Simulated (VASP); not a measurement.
# Be (P6_3/mmc) in VASP: further runs, part 2 of 2

VASP 6.6.1.

## Step 6: Single point, PBEsol (strain -0.050 along x and y, +0.025 along z)

Contents of INCAR:

```
PREC = Accurate
ENCUT = 520
EDIFF = 1E-7
ISMEAR = 0
SIGMA = 0.15
LREAL = False
LASPH = True
NELM = 80
ALGO = Fast
ISIF = 2
LWAVE = False
LCHARG = False
GGA = PS
NBANDS = 9
```

Contents of KPOINTS:

```
regular mesh
0
Gamma
  24 24 14
```

Contents of POSCAR:

```
Be
1.0
    2.1845268857      0.0000000000      0.0000000000
   -1.0922634429      1.8918557782      0.0000000000
    0.0000000000      0.0000000000      3.6909225000
Be
2
Direct
    0.3333333333      0.6666666667      0.2500000000
    0.6666666667      0.3333333333      0.7500000000
```

Potentials or basis: VASP PAW PBE potentials, release 64 (Be).

On the command line:

```
cat potpaw_PBE.64/Be/POTCAR > POTCAR
mpirun -np 1 vasp_std > vasp.out
```

OUTCAR:

```text
PREC = Accurate
   ENCUT = 520
   EDIFF = 1E-7
   ISMEAR = 0
   LREAL = False
   LASPH = True
   NELM = 80
   ISIF = 2
   GGA = PS

 ion  position               nearest neighbor table
   1  0.333  0.667  0.250-   2 2.24   2 2.24   2 2.24   2 2.24   2 2.24   2 2.24
   2  0.667  0.333  0.750-   1 2.24   1 2.24   1 2.24   1 2.24   1 2.24   1 2.24

  LATTYP: Found a hexagonal cell.
 ALAT       =     2.1845268857
 C/A-ratio  =     1.6895752230

  Lattice vectors:

 A1 = (   2.1845268857,   0.0000000000,   0.0000000000)
 A2 = (  -1.0922634429,   1.8918557782,   0.0000000000)
 A3 = (   0.0000000000,   0.0000000000,   3.6909225000)

Analysis of symmetry for initial positions (statically):
=====================================================================
 Subroutine PRICEL returns:
 Original cell was already a primitive cell.

 Routine SETGRP: Setting up the symmetry group for a
 hexagonal supercell.

 Subroutine GETGRP returns: Found 24 space group operations
 (whereof 12 operations were pure point group operations)
 out of a pool of 24 trial point group operations.

The static configuration has the point symmetry D_3d.
 The point group associated with its full space group is D_6h.

Analysis of symmetry for dynamics (positions and initial velocities):
=====================================================================
 Subroutine PRICEL returns:
 Original cell was already a primitive cell.

 Routine SETGRP: Setting up the symmetry group for a
 hexagonal supercell.

 Subroutine GETGRP returns: Found 24 space group operations
 (whereof 12 operations were pure point group operations)
 out of a pool of 24 trial point group operations.

The dynamic configuration has the point symmetry D_3d.
 The point group associated with its full space group is D_6h.

 Subroutine INISYM returns: Found 24 space group operations
 (whereof 12 operations are pure point group operations),
 and found     1 'primitive' translations

----------------------------------------------------------------------------------------

                                     Primitive cell

  volume of cell :      15.2539

  direct lattice vectors                    reciprocal lattice vectors
     2.184526886  0.000000000  0.000000000     0.457765023  0.264290759  0.000000000
    -1.092263443  1.891855778  0.000000000     0.000000000  0.528581518  0.000000000
     0.000000000  0.000000000  3.690922500     0.000000000  0.000000000  0.270934976

  length of vectors
     2.184526886  2.184526886  3.690922500     0.528581518  0.528581518  0.270934976

  position of ions in fractional coordinates (direct lattice)
     0.333333333  0.666666667  0.250000000
     0.666666667  0.333333333  0.750000000

  ion indices of the primitive-cell ions
   primitive index   ion index
                 1           1
                 2           2

----------------------------------------------------------------------------------------

 KPOINTS: regular mesh

Automatic generation of k-mesh.
 Grid dimensions read from file:
 generate k-points for:   24   24   14

 Generating k-lattice:

  Cartesian coordinates                     Fractional coordinates (reciprocal lattice)
     0.019073543  0.011012115  0.000000000     0.041666667 -0.000000000  0.000000000
     0.000000000  0.022024230  0.000000000     0.000000000  0.041666667  0.000000000
     0.000000000  0.000000000  0.019352498     0.000000000  0.000000000  0.071428571

  Length of vectors
     0.022024230  0.022024230  0.019352498

  Shift w.r.t. Gamma in fractional coordinates (k-lattice)
     0.000000000  0.000000000  0.000000000

 Subroutine IBZKPT returns following result:
 ===========================================

 Found    488 irreducible k-points:

 Following reciprocal coordinates:
            Coordinates               Weight
  0.000000  0.000000  0.000000      1.000000
  0.041667 -0.000000  0.000000      6.000000
  0.083333 -0.000000  0.000000      6.000000
  0.125000 -0.000000  0.000000      6.000000
  0.166667  0.000000  0.000000      6.000000
  0.208333 -0.000000  0.000000      6.000000
[... 16 lines left out ...]
  0.416667  0.041667  0.000000     12.000000
  0.458333  0.041667  0.000000     12.000000
 [... further k-points ...]
   k-points           NKPTS =    488   k-points in BZ     NKDIM =    488   number of bands    NBANDS=      9
   number of dos      NEDOS =    301   number of ions     NIONS =      2
   total plane-waves  NPLWV =   7168
   dimension x,y,z NGX =    16 NGY =   16 NGZ =   28
   dimension x,y,z NGXF=    32 NGYF=   32 NGZF=   56
   ions per type =               2
   NGX,Y,Z   is equivalent  to a cutoff of  12.18, 12.18, 12.61 a.u.
   NGXF,Y,Z  is equivalent  to a cutoff of  24.35, 24.35, 25.22 a.u.
 SYSTEM =  unknown system
   PREC   = accura    normal or accurate (medium, high low for compatibility)
   ISTART =      0    job   : 0-new  1-cont  2-samecut
   ICHARG =      2    charge: 1-file 2-atom 10-const
   ISPIN  =      1    spin polarized calculation?
   LNONCOLLINEAR =      F non collinear calculations
   LSORBIT =      F    spin-orbit coupling
   LASPH  =      T    aspherical Exc in radial PAW
   ENCUT  =  520.0 eV  38.22 Ry    6.18 a.u.   4.06  4.06  6.86*2*pi/ulx,y,z
   NELM   =     80;   NELMIN=  2; NELMDL= -5     # of ELM steps
   EDIFF  = 0.1E-06   stopping-criterion for ELM
   LREAL  =      F    real-space projection
   EDIFFG = 0.1E-05   stopping-criterion for IOM
   NSW    =      0    number of steps for IOM
   IBRION =     -1    ionic relax: 0-MD 1-quasi-New 2-CG
   NFREE  =      0    steps in history (QN), initial steepest desc. (CG)
   ISIF   =      2    stress and relaxation
   ISYM   =      2    0-nonsym 1-usesym 2-fastsym
   POTIM  = 0.5000    time-step for ionic-motion
   TEBEG  =    0.0;   TEEND  =   0.0 temperature during run
   PSTRESS=    0.0 pullay stress
   NELECT =       4.0000    total number of electrons
   NUPDOWN=      -1.0000    fix difference up-down
   EMIN   =  10.00;   EMAX   =-10.00  energy-range for DOS
   EFERMI =   0.00;   METHOD = LEGACY
   ISMEAR =     0;   SIGMA  =   0.15  broadening in eV -4-tet -1-fermi 0-gaus
   EFERMI_NEDOS =   21; number of points for ismear=-14 and -15
   IALGO  =     68    algorithm
   IMIX   =      4    mixing-type and parameters
     AMIX     =   0.40;   BMIX     =  1.00
     AMIX_MAG =   1.60;   BMIX_MAG =  1.00
  volume/ion in A,a.u.               =       7.63        51.47
  Fermi-wavevector in a.u.,A,eV,Ry     =   1.047855  1.980160 14.939211  1.098001
  Thomas-Fermi vector in A             =   2.182753
   LORBIT       =      0    0 simple, 1 ext, 2 COOP (PROOUT), +10 PAW based schemes
   GGA     = PS    functional components
   LHFCALC =     F    Hartree Fock is set to
   AEXX    =    0.0000 exact exchange contribution
   IVDW    =     0    specifies the selected vdW correction
   LEPSILON=     F    determine dielectric tensor
   LRPA    =     F    only Hartree local field effects (RPA)
 non-spin polarized calculation
 RMM-DIIS sequential band-by-band and
 Gauss-broadening in eV      SIGMA  =   0.15
  energy-cutoff  :      520.00
  volume of cell :       15.25
 maximum number of plane-waves:       422
   NGX =  9   NGY =  9   NGZ = 13

 number of electron       4.0000000 magnetization

 Free energy of the ion-electron system (eV)
  ---------------------------------------------------
  ext. energy  EPLUGINS =         0.00000000
  ---------------------------------------------------
  free energy    TOTEN  =        -7.93350828 eV

  energy without entropy =       -7.93087877  energy(sigma->0) =       -7.93219353

 E-fermi :   7.4829     XC(G=0): -10.7276

 val. band max:        7.4721036905   @ k =   0.2917   0.2500   0.0714
 cond. band min:       7.4873300792   @ k =   0.3333   0.2917   0.2857
 fundamental gap:      0.0152263886
 Fermi energy:         7.4828992953

 k-point     1 :       0.0000    0.0000    0.0000
  band No.  band energies     occupation
      1      -4.2290      2.00000
      2       2.0916      2.00000
      3       7.3816      1.66061
      4      25.2433      0.00000
      5      25.2433      0.00000
      6      26.9443      0.00000
      7      27.7679      0.00000
      8      27.7679      0.00000
      9      35.1841      0.00000
[... 265 lines left out ...]
 k-point    24 :       0.4583    0.0417    0.0000
  band No.  band energies     occupation
      1       2.2834      2.00000
      2       4.6157      2.00000
      3      10.7879      0.00000
      4      13.5046      0.00000
      5      13.9775      0.00000
      6      16.3966      0.00000
      7      18.9204      0.00000
      8      24.6367      0.00000
      9      28.9361      0.00000

 [... further k-points ...]
[... 5 lines left out ...]
  --------------------------------------------------------------------------------------
  -------------------------------------------------------------------------------------
  Total        1.1559610      1.1559610     -1.1655390     -0.0000000     -0.0000000      0.0000000
  in kB      121.4152978    121.4152978   -122.4213153     -0.0000000     -0.0000000      0.0000000
  external PRESSURE =      40.1364268 kB  Pullay stress =       0.0000000 kB

 VOLUME and BASIS-vectors are now :
 -----------------------------------------------------------------------------
  energy-cutoff  :      520.00
  volume of cell :       15.25
      direct lattice vectors                 reciprocal lattice vectors
     2.184526886  0.000000000  0.000000000     0.457765023  0.264290759  0.000000000
    -1.092263443  1.891855778  0.000000000     0.000000000  0.528581518  0.000000000
     0.000000000  0.000000000  3.690922500     0.000000000  0.000000000  0.270934976

 POSITION                                       TOTAL-FORCE (eV/Angst)
 -----------------------------------------------------------------------------------
     -0.00000      1.26124      0.92273         0.000000      0.000000      0.000000
      1.09226      0.63062      2.76819        -0.000000     -0.000000      0.000000
 -----------------------------------------------------------------------------------
    total drift:                                0.000000     -0.000000      0.000000

  FREE ENERGIE OF THE ION-ELECTRON SYSTEM (eV)
  ---------------------------------------------------
  free  energy   TOTEN  =        -7.9335082809 eV

  energy  without entropy=       -7.9308787716  energy(sigma->0) =       -7.93219353
```

OSZICAR:

```text
N       E                     dE             d eps       ncg     rms          rms(c)
DAV:   1    -0.305750706476E+01   -0.30575E+01   -0.18219E+03  8936   0.370E+02
DAV:   2    -0.791514558362E+01   -0.48576E+01   -0.47036E+01 13318   0.554E+01
DAV:   3    -0.796613631887E+01   -0.50991E-01   -0.50421E-01  9849   0.374E+00
DAV:   4    -0.796622097859E+01   -0.84660E-04   -0.84624E-04 10702   0.152E-01
DAV:   5    -0.796622103058E+01   -0.51995E-07   -0.51962E-07  9801   0.381E-03    0.126E+00
RMM:   6    -0.794289318870E+01    0.23328E-01   -0.20619E-03  9013   0.529E-01    0.771E-01
RMM:   7    -0.793350324127E+01    0.93899E-02   -0.27185E-03  9239   0.527E-01    0.139E-02
RMM:   8    -0.793350728759E+01   -0.40463E-05   -0.13170E-04  9644   0.104E-01    0.606E-03
RMM:   9    -0.793350920685E+01   -0.19193E-05   -0.58834E-06 10472   0.200E-02    0.319E-03
RMM:  10    -0.793350852651E+01    0.68033E-06   -0.48573E-07  9986   0.576E-03    0.101E-03
RMM:  11    -0.793350834545E+01    0.18107E-06   -0.31021E-08  9140   0.171E-03    0.364E-04
RMM:  12    -0.793350828087E+01    0.64576E-07   -0.34993E-09  7475   0.630E-04
   1 F= -.79335083E+01 E0= -.79321935E+01  d E =-.262951E-02
```

stdout:

```text
POSCAR found type information on POSCAR Be
 POSCAR found :  1 types and       2 ions
 scaLAPACK will be used
 -----------------------------------------------------------------------------
|                                                                             |
|                                                                             |
|     You enforced a specific xc type in the INCAR file but a different       |
|     I HOPE YOU KNOW WHAT YOU ARE DOING!                                     |
|                                                                             |
 -----------------------------------------------------------------------------

 LDA part: xc-table for (Slater+PW92), standard interpolation
 POSCAR, INCAR and KPOINTS ok, starting setup
 FFT: planning ... GRIDC
 FFT: planning ... GRID_SOFT
 FFT: planning ... GRID
 WAVECAR not read
 entering main loop
```

Run time: 15 s. Hardware: 1 thread of Intel Xeon 6975P-C (Granite Rapids), shared host; peak memory 0.16 GiB.

Results:

* Free energy: -7.9335 eV
* Pressure: 4.0 GPa
* Band gap on the k mesh: zero (band 2 reaches 8.16 eV, above the bottom of band 3 at 6.53 eV)

Stress tensor (GPa, compression positive):
```
 12.14   0.00   0.00
  0.00  12.14   0.00
  0.00   0.00 -12.24
```

Caveat: the cell differs from its parent crystal (strain -0.050 along x and y, +0.025 along z); the PAW data sets were made with another functional, which shifts forces and pressure a little.

## Step 7: The runs side by side

| cell | gap on the mesh (eV) | pressure (GPa) |
| --- | --- | --- |
| a = 2.185, b = 2.185, c = 3.421 Å, angles 90.0, 90.0, 120.0°, 2 atoms | none | 15.8 |
| a = 2.185, b = 2.185, c = 3.511 Å, angles 90.0, 90.0, 120.0°, 2 atoms | none | 11.2 |
| a = 2.185, b = 2.185, c = 3.601 Å, angles 90.0, 90.0, 120.0°, 2 atoms | none | 7.2 |
| a = 2.242, b = 2.242, c = 3.421 Å, angles 90.0, 90.0, 120.0°, 2 atoms | none | 7.9 |
| a = 2.185, b = 2.185, c = 3.691 Å, angles 90.0, 90.0, 120.0°, 2 atoms | none | 4.0 |

Alike in all rows: task single point; level PBEsol; potentials or basis VASP PAW PBE potentials, release 64 (Be); no spin polarisation; k mesh 24 × 24 × 14; cutoff (eV) 520; smearing gaussian 0.15 eV.

Caveats: the PAW data sets were made with another functional, which shifts forces and pressure a little.

Total energies depend on the potentials used, so only differences within one code and one set of settings carry meaning.
